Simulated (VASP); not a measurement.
# SiN2 (P6_3/mmc) in VASP: a series of runs

Runs on SiN2. Level: PBE. Tasks: relaxation of cell and atoms.

Program: VASP 6.6.1. These are calculated values, not measurements. Logs are shortened: lines on timing, memory, paths and dates and some standing lists are left out, and cuts for length are marked.

**1. The cell of the first run**

It takes space group P6_3/mmc (No. 194, hexagonal). The conventional cell has a = 2.529 Å, b = 2.529 Å, c = 9.836 Å, α = 90.00°, β = 90.00°, γ = 120.00°. Within 2.6 Å of Si (site symmetry -6m2) lie 6 N at 1.89 Å and 6 Si at 2.53 Å. Within 2.6 Å of N (site symmetry 3m) lie 3 Si at 1.89 Å and 7 N at 2.41 to 2.53 Å.

**2. Relaxation of cell and atoms, PBE, collinear spin, ferromagnetic start**

File INCAR:

```
PREC = Accurate
ENCUT = 600
EDIFF = 1E-7
ISMEAR = 0
SIGMA = 0.1
LREAL = False
LASPH = True
NELM = 150
ALGO = Normal
ISIF = 3
LWAVE = False
LCHARG = False
ISPIN = 2
MAGMOM = 0 0 0.42 0.42 0.42 0.42
LORBIT = 11
GGA = PE
IBRION = 2
NSW = 90
EDIFFG = -0.04
```

File KPOINTS:

```
Automatic mesh
0
Gamma
  6 6 2
```

File POSCAR:

```
SiN2
1.0
    2.5287595476      0.0000000000      0.0000000000
   -1.2643797738      2.1899700083      0.0000000000
    0.0000000000      0.0000000000      9.8358376730
Si N
2 4
Direct
    0.3333333333      0.6666666667      0.2500000000
    0.6666666667      0.3333333333      0.7500000000
    0.3333333333      0.6666666667      0.6275000000
    0.6666666667      0.3333333333      0.1275000000
    0.3333333333      0.6666666667      0.8725000000
    0.6666666667      0.3333333333      0.3725000000
```

Potentials or basis: VASP PAW PBE potentials, release 64 (Si, N).

Command:

```console
cat potpaw_PBE.64/Si/POTCAR potpaw_PBE.64/N/POTCAR > POTCAR
mpirun -np 1 vasp_std > vasp.out
```

OUTCAR:

```text
PREC = Accurate
   ENCUT = 600
   EDIFF = 1E-7
   ISMEAR = 0
   LREAL = False
   LASPH = True
   NELM = 150
   ISIF = 3
   ISPIN = 2
   LORBIT = 11
   GGA = PE
   IBRION = 2
   NSW = 90
   EDIFFG = -0.04

 ion  position               nearest neighbor table
   1  0.333  0.667  0.250-   4 1.89   6 1.89   4 1.89   6 1.89   4 1.89   6 1.89
   2  0.667  0.333  0.750-   3 1.89   5 1.89   3 1.89   5 1.89   3 1.89   5 1.89
   3  0.333  0.667  0.627-   2 1.89   2 1.89   2 1.89
   4  0.667  0.333  0.127-   1 1.89   1 1.89   1 1.89
   5  0.333  0.667  0.873-   2 1.89   2 1.89   2 1.89
   6  0.667  0.333  0.373-   1 1.89   1 1.89   1 1.89

  LATTYP: Found a hexagonal cell.
 ALAT       =     2.5287595476
 C/A-ratio  =     3.8895899305

  Lattice vectors:

 A1 = (   2.5287595476,   0.0000000000,   0.0000000000)
 A2 = (  -1.2643797738,   2.1899700083,   0.0000000000)
 A3 = (   0.0000000000,   0.0000000000,   9.8358376730)

Analysis of symmetry for initial positions (statically):
=====================================================================
 Subroutine PRICEL returns:
 Original cell was already a primitive cell.

 Routine SETGRP: Setting up the symmetry group for a
 hexagonal supercell.

 Subroutine GETGRP returns: Found 24 space group operations
 (whereof 12 operations were pure point group operations)
 out of a pool of 24 trial point group operations.

The static configuration has the point symmetry D_3d.
 The point group associated with its full space group is D_6h.

Analysis of symmetry for dynamics (positions and initial velocities):
=====================================================================
 Subroutine PRICEL returns:
 Original cell was already a primitive cell.

 Routine SETGRP: Setting up the symmetry group for a
 hexagonal supercell.

 Subroutine GETGRP returns: Found 24 space group operations
 (whereof 12 operations were pure point group operations)
 out of a pool of 24 trial point group operations.

The dynamic configuration has the point symmetry D_3d.
 The point group associated with its full space group is D_6h.

Analysis of structural, dynamic, and magnetic symmetry:
=====================================================================
 Subroutine PRICEL returns:
 Original cell was already a primitive cell.

 Routine SETGRP: Setting up the symmetry group for a
 hexagonal supercell.

 Subroutine GETGRP returns: Found 24 space group operations
 (whereof 12 operations were pure point group operations)
 out of a pool of 24 trial point group operations.

The overall configuration has the point symmetry D_3d.
 The point group associated with its full space group is D_6h.

 Subroutine INISYM returns: Found 24 space group operations
 (whereof 12 operations are pure point group operations),
 and found     1 'primitive' translations

----------------------------------------------------------------------------------------

                                     Primitive cell

  volume of cell :      54.4700

  direct lattice vectors                    reciprocal lattice vectors
     2.528759548  0.000000000  0.000000000     0.395450805  0.228313629  0.000000000
    -1.264379774  2.189970008  0.000000000     0.000000000  0.456627258  0.000000000
     0.000000000  0.000000000  9.835837673     0.000000000  0.000000000  0.101669022

  length of vectors
     2.528759548  2.528759548  9.835837673     0.456627258  0.456627258  0.101669022

  position of ions in fractional coordinates (direct lattice)
     0.333333333  0.666666667  0.250000000
     0.666666667  0.333333333  0.750000000
     0.333333333  0.666666667  0.627500000
     0.666666667  0.333333333  0.127500000
     0.333333333  0.666666667  0.872500000
     0.666666667  0.333333333  0.372500000

  ion indices of the primitive-cell ions
   primitive index   ion index
                 1           1
                 2           2
                 3           3
                 4           4
                 5           5
                 6           6

----------------------------------------------------------------------------------------

 KPOINTS: Automatic mesh

Automatic generation of k-mesh.
 Grid dimensions read from file:
 generate k-points for:    6    6    2

 Generating k-lattice:

  Cartesian coordinates                     Fractional coordinates (reciprocal lattice)
     0.065908468  0.038052272  0.000000000     0.166666667  0.000000000  0.000000000
     0.000000000  0.076104543  0.000000000     0.000000000  0.166666667  0.000000000
     0.000000000  0.000000000  0.050834511     0.000000000  0.000000000  0.500000000

  Length of vectors
     0.076104543  0.076104543  0.050834511

  Shift w.r.t. Gamma in fractional coordinates (k-lattice)
     0.000000000  0.000000000  0.000000000

 Subroutine IBZKPT returns following result:
 ===========================================

 Found     14 irreducible k-points:

 Following reciprocal coordinates:
            Coordinates               Weight
[... 66 lines left out ...]
  energy-cutoff  :      600.00
  volume of cell :       54.47
 maximum number of plane-waves:      1845
   NGX = 11   NGY = 11   NGZ = 39

--------------------------------------- Ionic step        1  -------------------------------------------

 number of electron      28.0000002 magnetization       3.0393177

 Free energy of the ion-electron system (eV)
  ---------------------------------------------------
  ext. energy  EPLUGINS =         0.00000000
  ---------------------------------------------------
  free energy    TOTEN  =       -36.23610072 eV

  energy without entropy =      -36.22642238  energy(sigma->0) =      -36.23126155

------------------------ aborting loop because EDIFF is reached ----------------------------------------

  FORCE on cell =-STRESS in cart. coord.  units (eV):
  Direction    XX          YY          ZZ          XY          YZ          ZX
  --------------------------------------------------------------------------------------
  -------------------------------------------------------------------------------------
  Total       15.3892115     15.3892115     -8.0009175      0.0000000     -0.0000000     -0.0000000
  in kB      452.6576809    452.6576809   -235.3386837      0.0000000     -0.0000000     -0.0000000
  external PRESSURE =     223.3255593 kB  Pullay stress =       0.0000000 kB
[... 105 lines left out ...]
  FREE ENERGIE OF THE ION-ELECTRON SYSTEM (eV)
  ---------------------------------------------------
  free  energy   TOTEN  =       -40.6063723412 eV

  energy  without entropy=      -40.5998481004  energy(sigma->0) =      -40.60311022

 E-fermi :   5.6165     XC(G=0): -10.0022

 val. band max:        5.2162202153   @ k =   0.0000   0.0000   0.0000
 cond. band min:       6.0036449231   @ k =   0.0000   0.0000   0.0000
 fundamental gap:      0.7874247079
 Fermi energy:         5.6164757323

 spin component 1

 k-point     1 :       0.0000    0.0000    0.0000
  band No.  band energies     occupation
      1     -15.5482      1.00000
      2     -15.5102      1.00000
      3      -8.8073      1.00000
      4      -8.5316      1.00000
      5      -0.7099      1.00000
      6       0.4772      1.00000
[... 284 lines left out ...]
      5      -4.3701      1.00000
      6      -4.3701      1.00000
[... 11 lines left out ...]
     18      12.6022      0.00000
     19      13.9015      0.00000
 Fermi energy:         5.6164757323

 spin component 2

 k-point     1 :       0.0000    0.0000    0.0000
  band No.  band energies     occupation
      1     -15.5482      1.00000
      2     -15.5102      1.00000
      3      -8.8073      1.00000
      4      -8.5316      1.00000
      5      -0.7099      1.00000
      6       0.4772      1.00000
[... 285 lines left out ...]
      6      -4.3701      1.00000
[... 11 lines left out ...]
     18      12.6022      0.00000
     19      13.9015      0.00000

[... ionic steps 4 to 20 ...]

--------------------------------------- Ionic step       21  -------------------------------------------

 number of electron      27.9999998 magnetization       0.0000000

 number of electron      27.9999998 magnetization      -0.0000000
[... 81 lines left out ...]
 number of electron      27.9999998 magnetization      -0.0000000

 number of electron      27.9999998 magnetization       0.0000000

 Free energy of the ion-electron system (eV)
  ---------------------------------------------------
  ext. energy  EPLUGINS =         0.00000000
  ---------------------------------------------------
  free energy    TOTEN  =       -41.49575015 eV

  energy without entropy =      -41.49575015  energy(sigma->0) =      -41.49575015

 E-fermi :   5.2612     XC(G=0):  -9.7640

 val. band max:        4.8313813452   @ k =   0.0000   0.0000   0.0000
 cond. band min:       5.6808168049   @ k =   0.0000   0.0000   0.0000
 fundamental gap:      0.8494354596
 Fermi energy:         5.2611859362

 spin component 1

 k-point     1 :       0.0000    0.0000    0.0000
  band No.  band energies     occupation
      1     -15.8668      1.00000
      2     -15.8407      1.00000
      3      -9.1207      1.00000
      4      -8.9209      1.00000
      5      -0.9541      1.00000
      6      -0.0051      1.00000
[... 284 lines left out ...]
      5      -4.7278      1.00000
      6      -4.7278      1.00000
[... 11 lines left out ...]
     18      12.2089      0.00000
     19      13.4502      0.00000
 Fermi energy:         5.2611859362

 spin component 2

 k-point     1 :       0.0000    0.0000    0.0000
  band No.  band energies     occupation
      1     -15.8668      1.00000
      2     -15.8407      1.00000
      3      -9.1207      1.00000
      4      -8.9209      1.00000
      5      -0.9541      1.00000
      6      -0.0051      1.00000
[... 330 lines left out ...]
  FREE ENERGIE OF THE ION-ELECTRON SYSTEM (eV)
  ---------------------------------------------------
  free  energy   TOTEN  =       -41.4957501505 eV

  energy  without entropy=      -41.4957501504  energy(sigma->0) =      -41.49575015

 reached required accuracy - stopping structural energy minimisation

 total charge

# of ion       s       p       d       tot
------------------------------------------
    1        0.612   0.881   0.000   1.493
    2        0.612   0.881   0.000   1.493
    3        1.295   2.435   0.000   3.730
    4        1.295   2.435   0.000   3.730
    5        1.295   2.435   0.000   3.730
    6        1.295   2.435   0.000   3.730
--------------------------------------------------
tot          6.404  11.503   0.000  17.907

 magnetization (x)

# of ion       s       p       d       tot
------------------------------------------
    1        0.000   0.000   0.000   0.000
    2        0.000   0.000   0.000   0.000
    3        0.000  -0.000   0.000  -0.000
    4        0.000  -0.000   0.000  -0.000
    5        0.000  -0.000   0.000  -0.000
    6        0.000  -0.000   0.000  -0.000
--------------------------------------------------
tot          0.000  -0.000   0.000   0.000
```

It took 4.8 min on 1 thread of Intel Xeon 6975P-C (Granite Rapids), shared host; peak memory 0.2 GiB.

What came out:

- Free energy: -41.4958 eV
- Relaxed volume: 11.66 Å³/atom
- Relaxed cell: a = 2.852 Å, b = 2.852 Å, c = 9.931 Å, α = 90.00°, β = 90.00°, γ = 120.00°
- Space group after relaxing (to 0.1 Å): P6_3/mmc (No. 194)
- Energy gained by relaxing: 876.6 meV/atom
- Ionic steps: 23
- Pressure after relaxing: -0.2 GPa
- Largest force after relaxing: 0.029 eV/Å
- Band gap on the k mesh: 0.85 eV
- Net moment: 0.00 μB per cell
- Valence electrons inside the program's atomic spheres: Si 1.49; N 3.73

Forces on the atoms (eV/Å):
```
Si   0.000  0.000  0.000
Si   0.000  0.000  0.000
N    0.000  0.000  0.029
N    0.000  0.000  0.029
N    0.000  0.000 -0.029
N    0.000  0.000 -0.029
```

Stress tensor (GPa, compression positive):
```
-0.25  0.00  0.00
 0.00 -0.25  0.00
 0.00  0.00 -0.15
```

Step by step:
```tsv
step	energy change (eV)	largest force (eV/Å)	pressure (GPa)	volume (Å³)
1	0.0000	2.0604	22.33	54.47
2	-4.1104	3.1548	-13.59	64.36
3	-4.3703	2.7083	-18.10	66.39
4	-2.4090	8.1959	13.02	60.11
5	-4.9994	0.5941	-11.44	64.02
6	-5.0037	0.4045	-10.95	63.89
7	-5.0226	0.0875	14.35	58.04
8	-5.1869	0.1995	0.75	60.80
9	-5.1869	0.1941	1.01	60.74
10	-5.1960	0.0734	1.22	61.08
11	-5.2089	0.3094	1.94	62.12
12	-5.2122	0.2848	1.77	62.29
13	-5.2212	0.2123	1.25	62.81
14	-5.2344	0.0725	0.27	63.86
15	-5.2455	0.1871	-1.42	65.95
16	-5.2502	0.1424	-0.70	66.26
17	-5.2542	0.0592	0.57	66.78
18	-5.2544	0.0353	0.92	66.92
19	-5.2563	0.0172	0.79	67.49
20	-5.2576	0.1353	0.55	68.67
21	-5.2591	0.0463	-0.14	69.47
22	-5.2592	0.0039	-0.46	69.85
23	-5.2596	0.0290	-0.22	69.96
```

Final structure:
```cif
data_structure
_symmetry_space_group_name_H-M 'P 1'
_symmetry_Int_Tables_number 1
_cell_length_a 2.8522
_cell_length_b 2.8522
_cell_length_c 9.9307
_cell_angle_alpha 90.000
_cell_angle_beta 90.000
_cell_angle_gamma 120.000
_cell_volume 69.96
loop_
_atom_site_label
_atom_site_type_symbol
_atom_site_fract_x
_atom_site_fract_y
_atom_site_fract_z
_atom_site_occupancy
Si1 Si 0.33333 0.66667 0.25000 1
Si2 Si 0.66667 0.33333 0.75000 1
N1 N 0.33333 0.66667 0.66099 1
N2 N 0.66667 0.33333 0.16099 1
N3 N 0.33333 0.66667 0.83901 1
N4 N 0.66667 0.33333 0.33901 1
```

Levels at points of the mesh, in eV from the valence-band top:
Spin up:
```csv
k point,band 11,band 12,band 13,band 14,band 15,band 16,band 17,band 18
"(0.00, 0.00, 0.00)",-0.03,-0.03,0.00,0.00,0.85,2.35,2.37,2.62
"(0.50, 0.00, 0.00)",-4.07,-3.81,-1.17,-1.11,2.58,2.60,2.63,2.97
"(0.00, 0.00, 0.50)",-0.01,-0.01,-0.01,-0.01,1.72,1.72,2.37,2.37
"(0.50, 0.00, 0.50)",-3.92,-3.92,-1.14,-1.14,2.57,2.57,2.79,2.79
```
Spin down:
| k point | band 12 | band 13 | band 14 | band 15 | band 16 | band 17 |
| --- | --- | --- | --- | --- | --- | --- |
| (0.00, 0.00, 0.00) | -0.03 | 0.00 | 0.00 | 0.85 | 2.35 | 2.37 |
| (0.50, 0.00, 0.00) | -3.81 | -1.17 | -1.11 | 2.58 | 2.60 | 2.63 |
| (0.00, 0.00, 0.50) | -0.01 | -0.01 | -0.01 | 1.72 | 1.72 | 2.37 |
| (0.50, 0.00, 0.50) | -3.92 | -1.14 | -1.14 | 2.57 | 2.57 | 2.79 |

Caveat: the k points lie up to 0.42 Å⁻¹ apart in the final cell; the volume moved by over 15 % at a fixed basis, so the end points are rough; this functional lacks dispersion, which binds layers or chains, so the pressure and a relaxed spacing across them are unreliable.

**3. Relaxation of cell and atoms, PBE**

This run uses another cell than the first one, of 11.84 Å³/atom.

File INCAR:

```
SYSTEM = SiN2
  PREC = Accurate
  ENCUT = 600
  EDIFF = 1E-6
  ISMEAR = 0
  SIGMA = 0.02
  LREAL = .FALSE.
  LASPH = .TRUE.
  NELM = 80
  ALGO = Normal
  ISIF = 3
  LWAVE = .FALSE.
  LCHARG = .FALSE.
  GGA = PE
  IBRION = 2
  NSW = 100
  EDIFFG = -0.01
```

File KPOINTS:

```
Automatic mesh
0
G
  12 12 4
  0 0 0
```

File POSCAR:

```
SiN2
1.0
    2.8529982790      0.0000000000      0.0000000000
   -1.4264991395      2.4707689866      0.0000000000
    0.0000000000      0.0000000000     10.0784135251
Si N
2 4
Direct
    0.3333333333      0.6666666667      0.2500000000
    0.6666666667      0.3333333333      0.7500000000
    0.3333333333      0.6666666667      0.6625651688
    0.6666666667      0.3333333333      0.1625651688
    0.3333333333      0.6666666667      0.8374348312
    0.6666666667      0.3333333333      0.3374348312
```

Potentials or basis: VASP PAW PBE potentials, release 64 (Si, N).

Command:

```console
cat potpaw_PBE.64/Si/POTCAR potpaw_PBE.64/N/POTCAR > POTCAR
mpirun -np 1 vasp_std > vasp.out
```

Wall time 62 s (1 thread of Intel Xeon 6975P-C (Granite Rapids), shared host); peak memory 0.24 GiB.

It converged, with:

```yaml
Free_energy: -41.5311 eV
Relaxed_volume: 11.84 Å³/atom
Relaxed_cell: a = 2.852 Å, b = 2.852 Å, c = 10.086 Å, α = 90.00°, β = 90.00°, γ = 120.00°
Space_group_after_relaxing_to_0.1_Å: P6_3/mmc (No. 194)
Energy_gained_by_relaxing: 0.1 meV/atom
Ionic_steps: 3
Pressure_after_relaxing: -0.1 GPa
Band_gap_on_the_k_mesh: 0.89 eV
```

Forces on the atoms (eV/Å):
```
Si   0.000  0.000  0.000
Si   0.000  0.000  0.000
N    0.000  0.000 -0.002
N    0.000  0.000 -0.002
N    0.000  0.000  0.002
N    0.000  0.000  0.002
```

The path:
```
step  energy change (eV)  largest force (eV/Å)  pressure (GPa)  volume (Å³)
   1              0.0000                0.0744            0.05        71.04
   2              0.0003                0.0995           -0.25        71.08
   3             -0.0003                0.0020           -0.08        71.06
```

Final structure:
```yaml
crystal:
  lattice:
    - [2.85228, 0.00000, 0.00000]
    - [-1.42614, 2.47014, 0.00000]
    - [0.00000, 0.00000, 10.08566]
  atoms:
    - { symbol: Si, position: [0.33333, 0.66667, 0.25000] }
    - { symbol: Si, position: [0.66667, 0.33333, 0.75000] }
    - { symbol: N, position: [0.33333, 0.66667, 0.66242] }
    - { symbol: N, position: [0.66667, 0.33333, 0.16242] }
    - { symbol: N, position: [0.33333, 0.66667, 0.83758] }
    - { symbol: N, position: [0.66667, 0.33333, 0.33758] }
```

Levels at points of the mesh, in eV from the valence-band top:
```tsv
k point	band 11	band 12	band 13	band 14	band 15	band 16	band 17	band 18
(0.00, 0.00, 0.00)	-0.02	-0.02	0.00	0.00	0.89	2.36	2.37	2.57
(0.50, 0.00, 0.00)	-4.05	-3.82	-1.16	-1.11	2.60	2.61	2.63	2.97
(0.00, 0.00, 0.50)	-0.01	-0.01	-0.01	-0.01	1.71	1.71	2.37	2.37
(0.50, 0.00, 0.50)	-3.92	-3.92	-1.14	-1.14	2.58	2.58	2.80	2.80
```

Caveat: this functional lacks dispersion, which binds layers or chains, so the pressure and a relaxed spacing across them are unreliable.
